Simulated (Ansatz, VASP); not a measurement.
## Cu: VASP beside Ansatz

```
Cu
1.0
     0.00000    1.75967    1.75967
     1.75967    0.00000    1.75967
     1.75967    1.75967    0.00000
Cu
1
Cartesian
  0.0000 0.0000 0.0000
```

Alike in both runs: task single point; functional RPBE; k mesh 24 × 24 × 24; occupations fermi-dirac, width 0.1 eV; no spin polarisation.

```csv
,VASP,Ansatz
version,VASP 6.6.1,Ansatz 0.2.0
potentials or method,"VASP PAW PBE potentials, release 64 (Cu), cutoff 520 eV","plane waves (420 eV) with PAW, scalar-relativistic"
valence electrons in the cell,11,19
```

Ansatz gave:

- pressure (GPa): 22.1

Task: Which values does VASP return?

Result: Pressure (GPa): 22.6.

VASP's potentials were made for PBE, not for RPBE. VASP's potentials hold 11 valence electrons a cell and Ansatz's 19, so a difference there can come from the potentials and not from the codes.
